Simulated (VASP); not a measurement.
# BN in VASP: notebook

Runs on BN. Level: PBEsol. Tasks: single point.

All numbers are computed with VASP 6.6.1; they aren't measurements. Logs are shortened: lines on timing, memory, paths and dates and some standing lists are left out, and cuts for length are marked.

## Step 1: The cell of the first run

The cell holds a sheet with vacuum, 2 atoms: a = 2.498 Å, b = 2.498 Å, c = 16.000 Å, α = 90.00°, β = 90.00°, γ = 120.00°.

## Step 2: Single point, PBEsol

File INCAR:

```
SYSTEM = BN
  ALGO = Normal
  DIPOL = 0.5 0.5 0.500
  EDIFF = 1E-6
  EFERMI = MIDGAP
  ENCUT = 520
  GGA = PS
  GGA_COMPAT = .FALSE.
  IDIPOL = 3
  ISIF = 0
  ISMEAR = 0
  LASPH = .TRUE.
  LCHARG = .FALSE.
  LDIPOL = .TRUE.
  LREAL = .FALSE.
  LWAVE = .FALSE.
  NBANDS = 14
  NELM = 120
  PREC = Accurate
  SIGMA = 0.03
```

File KPOINTS:

```
Automatic mesh
0
Gamma
  10 10 1
  0 0 0
```

File POSCAR:

```
BN
1.0
    2.4982400000      0.0000000000      0.0000000000
   -1.2491200000     -2.1635393048      0.0000000000
    0.0000000000      0.0000000000    -16.0000000000
N B
1 1
Direct
    0.0000000000      0.0000000000      0.5000000000
    0.3333333334      0.6666666666      0.5000000000
```

Potentials or basis: VASP PAW PBE potentials, release 64 (N, B).

Command:

```
cat potpaw_PBE.64/N/POTCAR potpaw_PBE.64/B/POTCAR > POTCAR
mpirun -np 1 vasp_std > vasp.out
```

OUTCAR:

```text
SYSTEM = BN
   EDIFF = 1E-6
   EFERMI = MIDGAP
   ENCUT = 520
   GGA = PS
   ISIF = 0
   ISMEAR = 0
   LASPH = .TRUE.
   LREAL = .FALSE.
   NELM = 120
   PREC = Accurate

 Found     14 irreducible k-points:

 Following reciprocal coordinates:
            Coordinates               Weight
  0.000000  0.000000  0.000000      1.000000
  0.100000 -0.000000  0.000000      6.000000
  0.200000 -0.000000  0.000000      6.000000
  0.300000  0.000000  0.000000      6.000000
  0.400000  0.000000  0.000000      6.000000
  0.500000 -0.000000  0.000000      3.000000
   k-points           NKPTS =     14   k-points in BZ     NKDIM =     14   number of bands    NBANDS=     14
   number of dos      NEDOS =    301   number of ions     NIONS =      2
   total plane-waves  NPLWV =  48000
   dimension x,y,z NGX =    20 NGY =   20 NGZ =  120
   dimension x,y,z NGXF=    40 NGYF=   40 NGZF=  240
   ions per type =               1   1
   NGX,Y,Z   is equivalent  to a cutoff of  13.31, 13.31, 12.47 a.u.
   NGXF,Y,Z  is equivalent  to a cutoff of  26.62, 26.62, 24.94 a.u.
 SYSTEM =  BN
   PREC   = accura    normal or accurate (medium, high low for compatibility)
   ISTART =      0    job   : 0-new  1-cont  2-samecut
   ICHARG =      2    charge: 1-file 2-atom 10-const
   ISPIN  =      1    spin polarized calculation?
   LNONCOLLINEAR =      F non collinear calculations
   LSORBIT =      F    spin-orbit coupling
   LASPH  =      T    aspherical Exc in radial PAW
   ENCUT  =  520.0 eV  38.22 Ry    6.18 a.u.   4.65  4.65 29.75*2*pi/ulx,y,z
   NELM   =    120;   NELMIN=  2; NELMDL= -5     # of ELM steps
   EDIFF  = 0.1E-05   stopping-criterion for ELM
   LREAL  =      F    real-space projection
   EDIFFG = 0.1E-04   stopping-criterion for IOM
   NSW    =      0    number of steps for IOM
   IBRION =     -1    ionic relax: 0-MD 1-quasi-New 2-CG
   NFREE  =      0    steps in history (QN), initial steepest desc. (CG)
   ISIF   =      0    stress and relaxation
   ISYM   =      2    0-nonsym 1-usesym 2-fastsym
   POTIM  = 0.5000    time-step for ionic-motion
   TEBEG  =    0.0;   TEEND  =   0.0 temperature during run

   SCALEE = 1.0000    scale energy and forces
   PSTRESS=    0.0 pullay stress
   NELECT =       8.0000    total number of electrons
   NUPDOWN=      -1.0000    fix difference up-down
   EMIN   =  10.00;   EMAX   =-10.00  energy-range for DOS
   EFERMI =   0.00;   METHOD = MIDGAP
   ISMEAR =     0;   SIGMA  =   0.03  broadening in eV -4-tet -1-fermi 0-gaus
   EFERMI_NEDOS =   21; number of points for ismear=-14 and -15
   IALGO  =     38    algorithm
   IMIX   =      4    mixing-type and parameters
     AMIX     =   0.40;   BMIX     =  1.00
     AMIX_MAG =   1.60;   BMIX_MAG =  1.00
  volume/ion in A,a.u.               =      43.24       291.80
  Fermi-wavevector in a.u.,A,eV,Ry     =   0.740398  1.399149  7.458565  0.548189
  Thomas-Fermi vector in A             =   1.834791
   LORBIT       =      0    0 simple, 1 ext, 2 COOP (PROOUT), +10 PAW based schemes
   GGA     = PS    functional components
   LHFCALC =     F    Hartree Fock is set to
   AEXX    =    0.0000 exact exchange contribution
   IVDW    =     0    specifies the selected vdW correction
   LEPSILON=     F    determine dielectric tensor
   LRPA    =     F    only Hartree local field effects (RPA)

   CSHIFT  =0.1000    complex shift for real part using Kramers Kronig

   OMEGAMAX=  -1.0    maximum frequency
 non-spin polarized calculation
 Gauss-broadening in eV      SIGMA  =   0.03
  energy-cutoff  :      520.00
  volume of cell :       86.48
 maximum number of plane-waves:      2351
 NGX is ok and might be reduce to    20
   NGX =  9   NGY =  9   NGZ = 59

 number of electron       8.0000000 magnetization

 DIPCOR: dipole corrections for dipol
 direction  3 min pos     1,
 dipolmoment           0.000000      0.000000      0.000000 electrons x Angstroem
 Tr[quadrupol]        -3.527410

 energy correction for charged system         0.000000 eV

 dipol+quadrupol energy correction           -0.000000 eV

 added-field ion interaction          0.000000 eV  (added to PSCEN)

 Free energy of the ion-electron system (eV)
  ---------------------------------------------------
  ext. energy  EPLUGINS =         0.00000000
  ---------------------------------------------------
  free energy    TOTEN  =       -18.27379389 eV

  energy without entropy =      -18.27379389  energy(sigma->0) =      -18.27379389

 E-fermi :  -1.9091     XC(G=0):  -2.6252

 val. band max:       -4.3804204582   @ k =   0.3000   0.3000   0.0000
 cond. band min:       0.5622573954   @ k =   0.5000  -0.0000   0.0000
 fundamental gap:      4.9426778537
 Fermi energy:        -1.9090815314

 k-point     1 :       0.0000    0.0000    0.0000
  band No.  band energies     occupation
      1     -21.8605      2.00000
      2      -9.5169      2.00000
      3      -5.4958      2.00000
      4      -5.4958      2.00000
      5       0.6155      0.00000
      6       1.6074      0.00000
      7       2.0066      0.00000
      8       3.6334      0.00000
      9       4.1218      0.00000
     10       6.6744      0.00000
     11       7.3754      0.00000
     12       7.4145      0.00000
     13       7.4145      0.00000
     14       9.2457      0.00000

 k-point     2 :       0.1000   -0.0000    0.0000
  band No.  band energies     occupation
      1     -21.6666      2.00000
      2      -9.2562      2.00000
      3      -6.2896      2.00000
      4      -5.8651      2.00000
      5       0.9458      0.00000
      6       1.9116      0.00000
      7       2.3296      0.00000
      8       3.9212      0.00000
      9       4.4479      0.00000
     10       6.7870      0.00000
     11       7.2027      0.00000
     12       7.8520      0.00000
     13       8.2671      0.00000
     14       8.9528      0.00000

 k-point     3 :       0.2000   -0.0000    0.0000
  band No.  band energies     occupation
      1     -21.1007      2.00000
      2      -8.4917      2.00000
      3      -8.1779      2.00000
      4      -6.6944      2.00000
      5       1.8907      0.00000
      6       2.7895      0.00000
      7       3.2875      0.00000
      8       4.6680      0.00000
      9       5.3514      0.00000
     10       6.4660      0.00000
     11       6.9627      0.00000
     12       8.8527      0.00000
     13       8.9422      0.00000
     14      10.4979      0.00000

 k-point     4 :       0.3000    0.0000    0.0000
  band No.  band energies     occupation
      1     -20.2267      2.00000
      2     -10.3805      2.00000
      3      -7.5374      2.00000
      4      -7.2951      2.00000
      5       3.3823      0.00000
      6       3.3858      0.00000
      7       4.8545      0.00000
      8       4.9013      0.00000
      9       6.2741      0.00000
     10       6.7826      0.00000
     11       7.3928      0.00000
     12      10.0044      0.00000
     13      10.5464      0.00000
     14      13.1697      0.00000

 k-point     5 :       0.4000    0.0000    0.0000
  band No.  band energies     occupation
      1     -19.2431      2.00000
      2     -12.2826      2.00000
      3      -8.1222      2.00000
      4      -5.8986      2.00000
      5       1.6109      0.00000
      6       5.0910      0.00000
      7       6.5067      0.00000
      8       6.7794      0.00000
      9       7.2512      0.00000
     10       8.7684      0.00000
     11       9.3484      0.00000
     12      11.5384      0.00000
     13      11.6270      0.00000
     14      12.8992      0.00000

 k-point     6 :       0.5000   -0.0000    0.0000
  band No.  band energies     occupation
      1     -18.7249      2.00000
      2     -13.1241      2.00000
      3      -8.3282      2.00000
      4      -5.1119      2.00000
      5       0.5623      0.00000
      6       5.5858      0.00000
      7       8.4101      0.00000
      8       8.8865      0.00000
      9       9.1501      0.00000
     10       9.7400      0.00000
     11       9.9796      0.00000
     12      10.0851      0.00000
     13      11.1354      0.00000
     14      11.7972      0.00000

 [... further k-points ...]

------------------------ aborting loop because EDIFF is reached ----------------------------------------

 vacuum level on the upper side and lower side of the slab       (xc-potential included)        -0.174        -0.174

 VOLUME and BASIS-vectors are now :
 -----------------------------------------------------------------------------
  energy-cutoff  :      520.00
  volume of cell :       86.48
      direct lattice vectors                 reciprocal lattice vectors
     2.498240000  0.000000000  0.000000000     0.400281798 -0.231102804  0.000000000
    -1.249120000 -2.163539305  0.000000000     0.000000000 -0.462205608  0.000000000
     0.000000000  0.000000000-16.000000000     0.000000000  0.000000000 -0.062500000

 POSITION                                       TOTAL-FORCE (eV/Angst)
 -----------------------------------------------------------------------------------
      0.00000      0.00000     -8.00000        -0.000000      0.000000      0.000000
      0.00000     -1.44236     -8.00000         0.000000      0.000000      0.000000
 -----------------------------------------------------------------------------------
    total drift:                                0.000001      0.000000     -0.000000

  FREE ENERGIE OF THE ION-ELECTRON SYSTEM (eV)
  ---------------------------------------------------
  free  energy   TOTEN  =       -18.2737938856 eV

  energy  without entropy=      -18.2737938856  energy(sigma->0) =      -18.27379389

 vacuum level on the upper side and lower side of the slab         1.609         1.609
```

Run time: 20 s. Hardware: 1 thread of Intel Xeon Platinum 8488C (Sapphire Rapids), shared host; peak memory 0.2 GiB.

Results:

```yaml
Free_energy: -18.2738 eV
Band_gap_on_the_k_mesh: 4.94 eV (least direct gap 5.00 eV)
```

Levels at points of the mesh, in eV from the valence-band top:
```csv
k point,band 1,band 2,band 3,band 4,band 5,band 6,band 7,band 8,band 9
"(0.00, 0.00, 0.00)",-17.48,-5.14,-1.12,-1.12,5.00,5.99,6.39,8.01,8.50
"(0.50, 0.00, 0.00)",-14.34,-8.74,-3.95,-0.73,4.94,9.97,12.79,13.27,13.53
```

## Step 3: Single point, PBEsol

Changes to INCAR since step 2:

```diff
@@ -3,5 +3,5 @@
   DIPOL = 0.5 0.5 0.500
-  EDIFF = 1E-6
+  EDIFF = 1E-8
   EFERMI = MIDGAP
-  ENCUT = 520
+  ENCUT = 720
   GGA = PS
@@ -16,3 +16,3 @@
   LWAVE = .FALSE.
-  NBANDS = 14
+  NBANDS = 24
   NELM = 120
```

File KPOINTS:

```
Automatic mesh
0
Gamma
  20 20 1
  0 0 0
```

POSCAR is that of step 2.

Potentials or basis: VASP PAW PBE potentials, release 64 (N, B).

Command:

```
cat potpaw_PBE.64/N/POTCAR potpaw_PBE.64/B/POTCAR > POTCAR
mpirun -np 1 vasp_std > vasp.out
```

Wall time 2.9 min (1 thread of Intel Xeon Platinum 8488C (Sapphire Rapids), shared host); peak memory 0.31 GiB.

Results (log left out):

| Item | Value |
| --- | --- |
| Free energy | -18.2827 eV |
| Band gap on the k mesh | 4.71 eV |

Levels at points of the mesh, in eV from the valence-band top:
```tsv
k point	band 1	band 2	band 3	band 4	band 5	band 6	band 7	band 8	band 9
(0.00, 0.00, 0.00)	-17.63	-5.29	-1.27	-1.27	4.84	5.84	6.26	7.86	8.37
(0.50, 0.00, 0.00)	-14.50	-8.90	-4.10	-0.89	4.79	9.81	12.64	13.11	13.38
```
